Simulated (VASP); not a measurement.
A run of VASP 6.6.1 is set up as follows.

File POSCAR:

```
AlAu2
1.0
   -1.6715140000      1.6715140000      4.3990750000
    1.6715140000     -1.6715140000      4.3990750000
    1.6715140000      1.6715140000     -4.3990750000
Al Au
1 2
Direct
    0.0000000000      0.0000000000      0.0000000000
    0.6562730000      0.6562730000      0.0000000000
    0.3437270000      0.3437270000      0.0000000000
```

Contents of INCAR.step1:

```
PREC = Accurate
ENCUT = 520
ISMEAR = 0
SIGMA = 0.05
LREAL = F
LASPH = T
NELM = 100
NBANDS = 20
GGA = PE
ALGO = Normal
EDIFF = 1E-4
LWAVE = T
LCHARG = F
```

The input INCAR.step2:

```
PREC = Accurate
ENCUT = 520
EDIFF = 1E-7
ISMEAR = 0
SIGMA = 0.05
LREAL = F
LASPH = T
NELM = 100
ALGO = Normal
ISIF = 2
LWAVE = F
LCHARG = F
METAGGA = R2SCAN
LMIXTAU = T
NBANDS = 20
ISTART = 1
```

KPOINTS

```
Automatic mesh
0
Gamma
  11 11 11
```

Potentials or basis: VASP PAW PBE potentials, release 64 (Al, Au).

Launch:

```bash
$ cat potpaw_PBE.64/Al/POTCAR potpaw_PBE.64/Au/POTCAR > POTCAR
$ cp INCAR.step1 INCAR
$ mpirun -np 1 vasp_std > vasp.out
$ cp INCAR.step2 INCAR
$ mpirun -np 1 vasp_std > vasp.out
```

Task: What does it give for the pressure?

Result: -0.2 GPa.

Task: Predict the largest force.

Result: 0.012 eV/Å.

Stress tensor (GPa, compression positive):
```
-0.42  0.00  0.00
 0.00 -0.42  0.00
 0.00  0.00  0.15
```

Caveat: the PAW data sets were made with another functional, which shifts forces and pressure a little.
